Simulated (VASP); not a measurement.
MoS2, 6 atoms in the cell. Symmetry: P6_3/mmc, No. 194, hexagonal system. Conventional cell: a = 3.098 Å, b = 3.098 Å, c = 11.572 Å, α = 90.00°, β = 90.00°, γ = 120.00°. Within 3.1 Å of Mo (site symmetry -6m2) lie 6 S at 2.38 Å and 6 Mo at 3.10 Å. Within 3.3 Å of S (site symmetry 3m) lie 3 Mo at 2.38 Å and 10 S at 3.10 to 3.20 Å. 

```yaml
Program: VASP 6.6.1
Task: relaxation of cell and atoms
Functional: PBEsol
Potentials_or_basis: VASP PAW PBE potentials, release 64 (Mo_sv, S)
Cutoff: 600 eV
k_mesh: 15 × 15 × 4
Occupations: gaussian, width 0.01 eV
Spin: no spin polarisation
Target_pressure: 5.6 GPa
Dipole_correction: no
Further_INCAR_settings: ALGO = Normal; EDIFF = 1e-06; IBRION = 2; EDIFFG = -0.002; NSW = 80; ISIF = 3
```

Potentials or basis: VASP PAW PBE potentials, release 64 (Mo_sv, S).

Launch:

```console
$ cat potpaw_PBE.64/Mo_sv/POTCAR potpaw_PBE.64/S/POTCAR > POTCAR
$ mpirun -np 1 vasp_std > vasp.out
```

Hardware: 1 thread of Intel(R) Xeon(R) 6975P-C (Granite Rapids), with other jobs on the host.

Q: How long does it take, and how much memory?

A: Run time: 13 min on 1 thread of Intel(R) Xeon(R) 6975P-C (Granite Rapids), on a shared host, peak memory 0.43 GiB. Counts: scf iterations 66, k points 81, ion steps 9.
